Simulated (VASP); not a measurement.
# Ni in VASP: settings compared

Aim: see how the results for Ni move with the level of theory and the settings. Levels: PBEsol+D3(BJ)+U, PBEsol+U. Tasks: single point.

Program: VASP 6.6.1. These are calculated values, not measurements. Logs are shortened: lines on timing, memory, paths and dates and some standing lists are left out, and cuts for length are marked.

## (1) The cell of the first run

The typed cell holds 1 atom: a = 2.448 Å, b = 2.413 Å, c = 2.450 Å, α = 60.72°, β = 61.25°, γ = 61.39°.

## (2) Single point, PBEsol+D3(BJ)+U, collinear spin, ferromagnetic start (the cell strained at random)

INCAR reads:

```
PREC = Accurate ; ENCUT = 520
EDIFF = 1E-7 ; ISMEAR = 0
SIGMA = 0.05 ; LREAL = False
LASPH = True ; NELM = 150
ALGO = Normal ; ISIF = 2
LWAVE = False ; LCHARG = True
ISPIN = 2 ; MAGMOM = 0.73
LORBIT = 11 ; LMAXMIX = 4
LDAU = True ; LDAUTYPE = 2
LDAUL = 2 ; LDAUU = 4
LDAUJ = 0 ; LDAUPRINT = 1
GGA = PS ; IVDW = 12
LELF = True ; LVHAR = True
NBANDS = 15
```

KPOINTS reads:

```
Automatic mesh
0
Gamma
  9 9 9
```

POSCAR reads:

```
Ni
1.0
    2.4476136338      0.0000000000      0.0000000000
    1.1556609709      2.1186505714      0.0000000000
    1.1785587085      0.7223527005      2.0232847573
Ni
1
Direct
   -0.0058240000     -0.0074270000      0.0125430000
```

Potentials or basis: VASP PAW PBE potentials, release 64 (Ni).

Run with:

```bash
$ cat potpaw_PBE.64/Ni/POTCAR > POTCAR
$ mpirun -np 1 vasp_std > vasp.out
```

OUTCAR:

```text
PREC = Accurate
   ENCUT = 520
   EDIFF = 1E-7
   ISMEAR = 0
   LREAL = False
   LASPH = True
   NELM = 150
   ISIF = 2
   ISPIN = 2
   LORBIT = 11
   GGA = PS
   IVDW = 12
 IVDW          = 12

 ion  position               nearest neighbor table
   1  0.994  0.993  0.013-

  LATTYP: Found a triclinic cell.
 ALAT       =     4.1968514760
 B/A-ratio  =     0.5838670002
 C/A-ratio  =     0.5912756073
 COS(alpha) =     0.0012779687
 COS(beta)  =     0.2883864418
 COS(gamma) =     0.8651226896

  Lattice vectors:

 A1 = (  -2.3342196794,  -2.8410032719,  -2.0232847573)
 A2 = (  -1.1785587085,  -0.7223527005,  -2.0232847573)
 A3 = (   1.2919526629,  -2.1186505714,   0.0000000000)

Analysis of symmetry for initial positions (statically):
=====================================================================
 Subroutine PRICEL returns:
 Original cell was already a primitive cell.

 Routine SETGRP: Setting up the symmetry group for a
 triclinic supercell.

 Subroutine GETGRP returns: Found  2 space group operations
 (whereof  1 operations were pure point group operations)
 out of a pool of  2 trial point group operations.

The static configuration has the point symmetry C_1 .
 The point group associated with its full space group is S_2 .

Analysis of symmetry for dynamics (positions and initial velocities):
=====================================================================
 Subroutine PRICEL returns:
 Original cell was already a primitive cell.

 Routine SETGRP: Setting up the symmetry group for a
 triclinic supercell.

 Subroutine GETGRP returns: Found  2 space group operations
 (whereof  1 operations were pure point group operations)
 out of a pool of  2 trial point group operations.

The dynamic configuration has the point symmetry C_1 .
 The point group associated with its full space group is S_2 .

Analysis of structural, dynamic, and magnetic symmetry:
=====================================================================
 Subroutine PRICEL returns:
 Original cell was already a primitive cell.

 Routine SETGRP: Setting up the symmetry group for a
 triclinic supercell.

 Subroutine GETGRP returns: Found  2 space group operations
 (whereof  1 operations were pure point group operations)
 out of a pool of  2 trial point group operations.

The overall configuration has the point symmetry C_1 .
 The point group associated with its full space group is S_2 .

 Subroutine INISYM returns: Found  2 space group operations
 (whereof  1 operations are pure point group operations),
 and found     1 'primitive' translations

----------------------------------------------------------------------------------------

                                     Primitive cell

  volume of cell :      10.4920

  direct lattice vectors                    reciprocal lattice vectors
     2.447613634  0.000000000  0.000000000     0.408561215 -0.222858010 -0.158421246
     1.155660971  2.118650571  0.000000000     0.000000000  0.471998551 -0.168512824
     1.178558708  0.722352701  2.023284757     0.000000000  0.000000000  0.494245803

  length of vectors
     2.447613634  2.413344676  2.450403082     0.491614941  0.501177817  0.494245803

  position of ions in fractional coordinates (direct lattice)
     0.994176000  0.992573000  0.012543000

  ion indices of the primitive-cell ions
   primitive index   ion index
                 1           1

----------------------------------------------------------------------------------------

 KPOINTS: Automatic mesh

Automatic generation of k-mesh.
 Grid dimensions read from file:
 generate k-points for:    9    9    9
[... 69 lines left out ...]
   NFREE  =      0    steps in history (QN), initial steepest desc. (CG)
   ISIF   =      2    stress and relaxation
   ISYM   =      2    0-nonsym 1-usesym 2-fastsym
   POTIM  = 0.5000    time-step for ionic-motion
   TEBEG  =    0.0;   TEEND  =   0.0 temperature during run
   PSTRESS=    0.0 pullay stress
   NELECT =      10.0000    total number of electrons
   NUPDOWN=      -1.0000    fix difference up-down
   EMIN   =  10.00;   EMAX   =-10.00  energy-range for DOS
   EFERMI =   0.00;   METHOD = LEGACY
   ISMEAR =     0;   SIGMA  =   0.05  broadening in eV -4-tet -1-fermi 0-gaus
   EFERMI_NEDOS =   21; number of points for ismear=-14 and -15
   IALGO  =     38    algorithm
   IMIX   =      4    mixing-type and parameters
     AMIX     =   0.40;   BMIX     =  1.00
     AMIX_MAG =   1.60;   BMIX_MAG =  1.00
  volume/ion in A,a.u.               =      10.49        70.80
  Fermi-wavevector in a.u.,A,eV,Ry     =   1.611097  3.044532 35.315750  2.595634
  Thomas-Fermi vector in A             =   2.706542
   LORBIT       =     11    0 simple, 1 ext, 2 COOP (PROOUT), +10 PAW based schemes
 LDA+U is selected, type is set to LDAUTYPE =  2
   angular momentum for each species LDAUL =     2
   U (eV)           for each species LDAUU =   4.0
   J (eV)           for each species LDAUJ =   0.0
   GGA     = PS    functional components
   LHFCALC =     F    Hartree Fock is set to
   AEXX    =    0.0000 exact exchange contribution
   IVDW    =    12    specifies the selected vdW correction
   LEPSILON=     F    determine dielectric tensor
   LRPA    =     F    only Hartree local field effects (RPA)
 spin polarized calculation
 Gauss-broadening in eV      SIGMA  =   0.05
  energy-cutoff  :      520.00
  volume of cell :       10.49
 maximum number of plane-waves:       293
 NGX is ok and might be reduce to    18
   NGX =  9   NGY =  9   NGZ =  9

 number of electron      10.0000000 magnetization       0.7300000

atom =   1  type =  1  l = 2

 onsite density matrix

spin component  1

  0.9351  0.0001  0.0009 -0.0031  0.0016
  0.0001  0.9373  0.0004 -0.0007 -0.0029
  0.0009  0.0004  0.9322 -0.0003 -0.0001
 -0.0031 -0.0007 -0.0003  0.9375  0.0006
  0.0016 -0.0029 -0.0001  0.0006  0.9347

spin component  2

  0.7518 -0.0125 -0.0163 -0.1054 -0.0073
 -0.0125  0.8208  0.0023 -0.0054 -0.1117
 -0.0163  0.0023  0.6760 -0.0102  0.0070
 -0.1054 -0.0054 -0.0102  0.8287 -0.0021
 -0.0073 -0.1117  0.0070 -0.0021  0.7452

 occupancies and eigenvectors

  o =  0.6542  v =  0.0000  0.0000  0.0000  0.0000  0.0000 -0.5673 -0.3668 -0.4147 -0.3843 -0.4733      0.0000  0.0000  0.0000  0.0000  0.0000  0.0000  0.0000  0.0000  0.0000  0.0000
  o =  0.6625  v =  0.0000  0.0000  0.0000  0.0000  0.0000 -0.1696  0.4035 -0.6720 -0.1283  0.5834      0.0000  0.0000  0.0000  0.0000  0.0000  0.0000  0.0000  0.0000  0.0000  0.0000
  o =  0.7021  v =  0.0000  0.0000  0.0000  0.0000  0.0000  0.5649 -0.2036 -0.6135  0.4069 -0.3121      0.0000  0.0000  0.0000  0.0000  0.0000  0.0000  0.0000  0.0000  0.0000  0.0000
  o =  0.9007  v =  0.0000  0.0000  0.0000  0.0000  0.0000  0.2160  0.7363 -0.0086 -0.3544 -0.5343      0.0000  0.0000  0.0000  0.0000  0.0000  0.0000  0.0000  0.0000  0.0000  0.0000
  o =  0.9029  v =  0.0000  0.0000  0.0000  0.0000  0.0000 -0.5325  0.3450  0.0014  0.7381 -0.2295      0.0000  0.0000  0.0000  0.0000  0.0000  0.0000  0.0000  0.0000  0.0000  0.0000
  o =  0.9314  v = -0.5921  0.1817  0.5271 -0.2971  0.5003  0.0000  0.0000  0.0000  0.0000  0.0000      0.0000  0.0000  0.0000  0.0000  0.0000  0.0000  0.0000  0.0000  0.0000  0.0000
  o =  0.9322  v = -0.1598  0.3093 -0.8048 -0.1531  0.4556  0.0000  0.0000  0.0000  0.0000  0.0000      0.0000  0.0000  0.0000  0.0000  0.0000  0.0000  0.0000  0.0000  0.0000  0.0000
  o =  0.9340  v =  0.5045  0.4781  0.2479  0.4965  0.4571  0.0000  0.0000  0.0000  0.0000  0.0000      0.0000  0.0000  0.0000  0.0000  0.0000  0.0000  0.0000  0.0000  0.0000  0.0000
  o =  0.9392  v =  0.4391 -0.6461  0.0275 -0.3268  0.5313  0.0000  0.0000  0.0000  0.0000  0.0000      0.0000  0.0000  0.0000  0.0000  0.0000  0.0000  0.0000  0.0000  0.0000  0.0000
  o =  0.9400  v = -0.4202 -0.4747 -0.1104  0.7314  0.2257  0.0000  0.0000  0.0000  0.0000  0.0000      0.0000  0.0000  0.0000  0.0000  0.0000  0.0000  0.0000  0.0000  0.0000  0.0000

 number of electron       9.9999998 magnetization       0.7762289

 Free energy of the ion-electron system (eV)
  ---------------------------------------------------
  ext. energy  EPLUGINS =         0.00000000
  ---------------------------------------------------
  free energy    TOTEN  =        -3.65237587 eV

  energy without entropy =       -3.65116675  energy(sigma->0) =       -3.65177131

 E-fermi :   9.1779     XC(G=0): -13.5968

 val. band max:        9.1730442380   @ k =  -0.1111  -0.1111   0.3333
 cond. band min:       9.1811452965   @ k =  -0.4444   0.4444   0.0000
 fundamental gap:      0.0081010585
 Fermi energy:         9.1778920373

 spin component 1

 k-point     1 :       0.0000    0.0000    0.0000
  band No.  band energies     occupation
      1       0.4310      1.00000
      2       5.4969      1.00000
      3       5.6428      1.00000
      4       5.7515      1.00000
      5       6.9673      1.00000
      6       7.0691      1.00000
      7      33.6546      0.00000
      8      37.0674      0.00000
      9      37.5044      0.00000
     10      37.8495      0.00000
     11      38.1989      0.00000
     12      38.8971      0.00000
[... 841 lines left out ...]
      4       7.4854      1.00000
      5       8.9109      1.00000
      6       8.9250      1.00000
      7      20.7565      0.00000
      8      32.6774      0.00000
      9      34.4606      0.00000
     10      35.2578      0.00000
     11      38.0360      0.00000
     12      38.4679      0.00000
     13      43.0996      0.00000
     14      49.9746      0.00000
     15      51.5582      0.00000

 [... further k-points ...]

------------------------ aborting loop because EDIFF is reached ----------------------------------------

 Edisp (eV)   -0.43279

 E8    (eV) :    -0.2837

  FORCE on cell =-STRESS in cart. coord.  units (eV):
  Direction    XX          YY          ZZ          XY          YZ          ZX
  --------------------------------------------------------------------------------------
  -------------------------------------------------------------------------------------
  Total      -1.01439    -0.95639    -1.19587     0.22718    -0.02141     0.13016
  in kB    -154.90237  -146.04433  -182.61452    34.69196    -3.26991    19.87570
  external pressure =     -161.19 kB  Pullay stress =        0.00 kB

 VOLUME and BASIS-vectors are now :
 -----------------------------------------------------------------------------
  energy-cutoff  :      520.00
  volume of cell :       10.49
      direct lattice vectors                 reciprocal lattice vectors
     2.447613634  0.000000000  0.000000000     0.408561215 -0.222858010 -0.158421246
     1.155660971  2.118650571  0.000000000     0.000000000  0.471998551 -0.168512824
     1.178558708  0.722352701  2.023284757     0.000000000  0.000000000  0.494245803

 POSITION                                       TOTAL-FORCE (eV/Angst)
 -----------------------------------------------------------------------------------
      3.59522      2.11198      0.02538        -0.000000     -0.000000      0.000000
 -----------------------------------------------------------------------------------
    total drift:                                0.000012      0.000032     -0.000003

  FREE ENERGIE OF THE ION-ELECTRON SYSTEM (eV)
  ---------------------------------------------------
  free  energy   TOTEN  =        -4.0851663926 eV

  energy  without entropy=       -4.0839572740  energy(sigma->0) =       -4.08456183

 total charge

# of ion       s       p       d       tot
------------------------------------------
    1        0.505   0.490   8.469   9.465

 magnetization (x)

# of ion       s       p       d       tot
------------------------------------------
    1       -0.012  -0.043   0.856   0.801
```

Run time: 4.4 min. Hardware: 1 thread of Intel Xeon Platinum 8375C at 2.90GHz (Ice Lake), shared host; peak memory 0.22 GiB.

Results:

| Quantity | Value |
| --- | --- |
| Free energy | -4.0852 eV |
| Pressure | -16.1 GPa |
| Net moment | 0.78 μB per cell |
| Site moments | Ni +0.80 μB |
| Valence electrons inside the program's atomic spheres | Ni 9.46 |
| Dispersion energy per atom | -0.433 eV |

Stress tensor (GPa, compression positive):
```
-15.49   3.47   1.99
  3.47 -14.60  -0.33
  1.99  -0.33 -18.26
```

Levels at points of the mesh, in eV from the Fermi level:
Spin up:
| k point | band 1 | band 2 | band 3 | band 4 | band 5 | band 6 | band 7 | band 8 | band 9 | band 10 |
| --- | --- | --- | --- | --- | --- | --- | --- | --- | --- | --- |
| (0.00, 0.00, 0.00) | -8.75 | -3.68 | -3.54 | -3.43 | -2.21 | -2.11 | 24.48 | 27.89 | 28.33 | 28.67 |
Spin down:
```tsv
k point	band 2	band 3	band 4	band 5	band 6	band 7
(0.00, 0.00, 0.00)	-1.72	-1.60	-1.38	-1.33	-1.28	24.24
```

Eigenvalues of the final occupation matrices:
```tsv
site	spin	trace	eigenvalues
site 1 d	1	4.68	0.93 0.93 0.93 0.94 0.94
site 1 d	2	3.82	0.65 0.66 0.70 0.90 0.90
```

Caveat: the cell differs from its parent crystal (the cell strained at random); the PAW data sets were made with another functional, which shifts forces and pressure a little; pairwise dispersion overbinds metals, which lowers pressure and volume; the U is typed as a test and isn't derived for this compound.

## (3) Single point, PBEsol+U, collinear spin, ferromagnetic start

INCAR reads:

```
  PREC = Accurate
  ENCUT = 520
  EDIFF = 1E-7
  ISMEAR = -1
  SIGMA = 0.05
  LREAL = False
  LASPH = True
  NELM = 150
  ALGO = Fast
  ISIF = 2
  LWAVE = False
  LCHARG = False
  ISPIN = 2
  MAGMOM = 1
  LORBIT = 11
  LMAXMIX = 4
  LDAU = True
  LDAUTYPE = 2
  LDAUL = 2
  LDAUU = 2
  LDAUJ = 0
  LDAUPRINT = 1
  GGA = PS
  NBANDS = 15
```

KPOINTS reads:

```
regular mesh
0
Gamma
  13 13 13
```

POSCAR reads:

```
Ni
1.0
    0.0000000000      1.7375729330      1.7375729330
    1.7375729330      0.0000000000      1.7375729330
    1.7375729330      1.7375729330      0.0000000000
Ni
1
Direct
    0.0000000000      0.0000000000      0.0000000000
```

Potentials or basis: VASP PAW PBE potentials, release 64 (Ni).

Run with:

```bash
$ cat potpaw_PBE.64/Ni/POTCAR > POTCAR
$ mpirun -np 1 vasp_std > vasp.out
```

It took 16 s on 1 thread of AMD EPYC 9R45 (Zen 5), shared host; peak memory 0.1 GiB.

It converged, with:

```
Free energy                                           : -4.8631 eV
Pressure                                              : -7.3 GPa
Net moment                                            : 0.64 μB per cell
Site moments                                          : Ni +0.65 μB
Valence electrons inside the program's atomic spheres : Ni 9.42
```

Levels at points of the mesh, in eV from the Fermi level:
Spin up:
| k point | band 3 | band 4 | band 5 | band 6 | band 7 | band 8 |
| --- | --- | --- | --- | --- | --- | --- |
| (0.00, 0.00, 0.00) | -2.91 | -2.91 | -1.62 | -1.62 | 24.28 | 28.42 |
Spin down:
| k point | band 2 | band 3 | band 4 | band 5 | band 6 | band 7 | band 8 | band 9 |
| --- | --- | --- | --- | --- | --- | --- | --- | --- |
| (0.00, 0.00, 0.00) | -1.74 | -1.74 | -1.74 | -0.95 | -0.95 | 24.11 | 28.37 | 28.37 |

Eigenvalues of the final occupation matrices:
```
    site  spin  trace               eigenvalues
site 1 d     1   4.57  0.91 0.91 0.91 0.92 0.92
site 1 d     2   3.87  0.71 0.71 0.71 0.87 0.87
```

Caveat: the PAW data sets were made with another functional, which shifts forces and pressure a little; the U is typed as a test and isn't derived for this compound.
